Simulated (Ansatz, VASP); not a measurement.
# Zr: VASP beside Ansatz

Contents of INCAR:

```
PREC     = Accurate       # precision mode
ENCUT    = 520            # plane-wave cutoff, eV
EDIFF    = 1E-8           # SCF threshold, eV
ISMEAR   = -1             # smearing method
SIGMA    = 0.08           # smearing width, eV
LREAL    = F              # projectors in reciprocal space
LASPH    = T              # aspherical terms in the spheres
NELM     = 100            # most SCF steps
ALGO     = Normal         # electronic algorithm
ISIF     = 2              # what is computed and relaxed
LWAVE    = F              # write WAVECAR
LCHARG   = F              # write CHGCAR
GGA      = PS             # functional
LEFG     = T            
NBANDS   = 19             # bands
```

Contents of KPOINTS:

```
Automatic mesh
0
Gamma
  13 13 7
```

Contents of POSCAR:

```
Zr
1.0
    3.2319982225      0.0000000000      0.0000000000
   -1.6159991112      2.7989925656      0.0000000000
    0.0000000000      0.0000000000      5.2499400000
Zr
2
Direct
    0.3333333333      0.6666666667      0.2500000000
    0.6666666667      0.3333333333      0.7500000000
```

Input for Ansatz:

```yaml
crystal:
  lattice:
    - [3.2319982225, 0.0, 0.0]
    - [-1.6159991112, 2.7989925656, 0.0]
    - [0.0, 0.0, 5.24994]
  atoms:
    - { symbol: Zr, position: [0.3333333333, 0.6666666667, 0.25] }
    - { symbol: Zr, position: [0.6666666667, 0.3333333333, 0.75] }
kpoints:
  mp_grid: { grid: [13, 13, 7] }
scf:
  occupations: { method: fermi_dirac, width: 0.08 }
hamiltonian:
  xc: pbesol
  pseudopotentials: { kind: paw }
output:
  forces: true
  stress: true
  eigenvalues: true
  efg: { contact_densities: true }
```

Change from the starting cell: zz strain of +2 %, PAW files.

Alike in both runs: task electric field gradients; functional PBEsol; k mesh 13 × 13 × 7; occupations fermi-dirac, width 0.08 eV; no spin polarisation.

|  | VASP | Ansatz |
| --- | --- | --- |
| version | VASP 6.6.1 | Ansatz 0.2.0 |
| potentials or method | VASP PAW PBE potentials, release 64 (Zr_sv) | PAW with Ansatz's default frozen-core files, scalar-relativistic |
| plane-wave cutoff (eV) | 520 | 420 |
| valence electrons in the cell | 24 | 24 |

```csv
,VASP,Ansatz,Ansatz less VASP
pressure (GPa),-5.0,-5.0,-0.05
"traceless stress, the component that is largest in VASP (GPa)",-0.75,-0.75,+0.002
size of Vzz on the site where it differs most (V/Å²),29.6,30.6,+1.03
```

VASP's potentials were made for PBE, not for PBEsol.
